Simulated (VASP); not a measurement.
Here is a VASP 6.6.1 calculation.

File INCAR:

```
PREC = Accurate
ENCUT = 520
EDIFF = 1E-6
ISMEAR = -1
SIGMA = 0.1
LREAL = F
LASPH = T
NELM = 100
ALGO = Normal
ISIF = 2
LWAVE = F
LCHARG = F
GGA = PE
NBANDS = 16
```

KPOINTS

```
regular mesh
0
Gamma
  14 14 14
```

The input POSCAR:

```
GaP
1.0
    0.0000000000      2.5800645215      2.5800645215
    2.5800645215      0.0000000000      2.5800645215
    2.5800645215      2.5800645215      0.0000000000
Ga P
1 1
Direct
    0.0000000000      0.0000000000      0.0000000000
    0.5000000000      0.5000000000      0.5000000000
```

Potentials or basis: VASP PAW PBE potentials, release 64 (Ga_d, P).

Command:

```sh
$ cat potpaw_PBE.64/Ga_d/POTCAR potpaw_PBE.64/P/POTCAR > POTCAR
$ mpirun -np 1 vasp_std > vasp.out
```

Estimate the pressure.

0.1 GPa.

Estimate the band gap on the k mesh.

zero (bands 9 and 10 overlap by 3.16 eV).
